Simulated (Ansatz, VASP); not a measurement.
Two plane-wave programs on Cu

File POSCAR:

```
Cu
1.0
   -1.4834566068      1.4834566068      1.3016753842
    1.4834566068     -1.4834566068      1.3016753842
    1.4834566068      1.4834566068     -1.3016753842
Cu
1
Direct
    0.0000000000      0.0000000000      0.0000000000
```

Contents of INCAR.step1:

```
ALGO = Normal ; EDIFF = 1E-4
ENCUT = 520 ; GGA = PE
ISMEAR = 0 ; LASPH = True
LCHARG = False ; LREAL = False
LWAVE = True ; NBANDS = 12
NELM = 80 ; PREC = Accurate
SIGMA = 0.15
```

INCAR.step2

```
ALGO = Normal ; EDIFF = 1E-7
ENCUT = 520 ; ISIF = 2
ISMEAR = 0 ; ISTART = 1
LASPH = True ; LCHARG = True
LELF = True ; LMIXTAU = True
LREAL = False ; LVHAR = True
LWAVE = False ; METAGGA = R2SCAN
NBANDS = 12 ; NELM = 80
PREC = Accurate ; SIGMA = 0.15
```

Contents of KPOINTS:

```
k-points
0
Gamma
  26 26 26
```

Input for Ansatz:

```yaml
crystal:
  lattice:
    - [-1.4834566068, 1.4834566068, 1.3016753842]
    - [1.4834566068, -1.4834566068, 1.3016753842]
    - [1.4834566068, 1.4834566068, -1.3016753842]
  atoms:
    - { symbol: Cu, position: [0.0, 0.0, 0.0] }
basis:
  ecutwfc: 500
kpoints:
  mp_grid: { grid: [26, 26, 26] }
hamiltonian:
  xc: r2scan
scf:
  occupations: { method: gaussian, width: 0.15 }
output:
  forces: true
  stress: true
  eigenvalues: true
```

Alike in both runs: task single point; functional r2SCAN; k mesh 26 × 26 × 26; occupations gaussian, width 0.15 eV; no spin polarisation.

|  | VASP | Ansatz |
| --- | --- | --- |
| version | VASP 6.6.1 | Ansatz 0.2.0 |
| potentials or method | VASP PAW PBE potentials, release 64 (Cu), cutoff 520 eV | scalar-relativistic, plane waves, PAW |
| valence electrons in the cell | 11 | 19 |

|  | VASP | Ansatz | Ansatz less VASP |
| --- | --- | --- | --- |
| gap on the k mesh at the Fermi level (eV) | none | none | - |
| pressure (GPa) | 1.4 | 0.8 | -0.59 |
| traceless stress, the component that is largest in VASP (GPa) | 1.96 | 1.91 | -0.055 |

VASP's potentials were made for PBE, not for r2SCAN. A gap of «none» marks a metal or a gap that the smearing closes. With one functional, cell and mesh, what is left measures potentials, basis and numerics. VASP's potentials hold 11 valence electrons a cell and Ansatz's 19, so a difference there can come from the potentials and not from the codes.
